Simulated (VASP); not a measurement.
A run of VASP 6.6.1:

Contents of INCAR:

```
PREC = Accurate
ENCUT = 600
EDIFF = 1E-6
ISMEAR = 0
SIGMA = 0.1
LREAL = False
LASPH = True
NELM = 120
ALGO = Normal
ISIF = 2
LWAVE = False
LCHARG = False
GGA = PS
NBANDS = 30
GGA_COMPAT = False
```

File KPOINTS:

```
regular mesh
0
Gamma
  14 14 14
```

Contents of POSCAR:

```
YNi2B2C
1.0
   -1.8066207328      1.8066207328      5.3358116790
    1.8066207328     -1.8066207328      5.3358116790
    1.8066207328      1.8066207328     -5.3358116790
Y Ni B C
1 2 2 1
Direct
    0.5000000000      0.5000000000      0.0000000000
    0.7500000000      0.2500000000      0.5000000000
    0.2500000000      0.7500000000      0.5000000000
    0.1422662548      0.1422662548      0.0000000000
    0.8577337452      0.8577337452      0.0000000000
    0.0000000000      0.0000000000      0.0000000000
```

Potentials or basis: VASP PAW PBE potentials, release 64 (Y_sv, Ni, B, C).

Command:

```sh
$ cat potpaw_PBE.64/Y_sv/POTCAR potpaw_PBE.64/Ni/POTCAR potpaw_PBE.64/B/POTCAR potpaw_PBE.64/C/POTCAR > POTCAR
$ mpirun -np 1 vasp_std > vasp.out
```

Hardware: 1 thread of Oxide Virtual Turin-like Processor, with other jobs on the host.

Estimate the wall time of this run.

Run time: 32 min on 1 thread of Oxide Virtual Turin-like Processor (shared host), peak memory 0.84 GiB. Counts: scf iterations 17, k points 244.
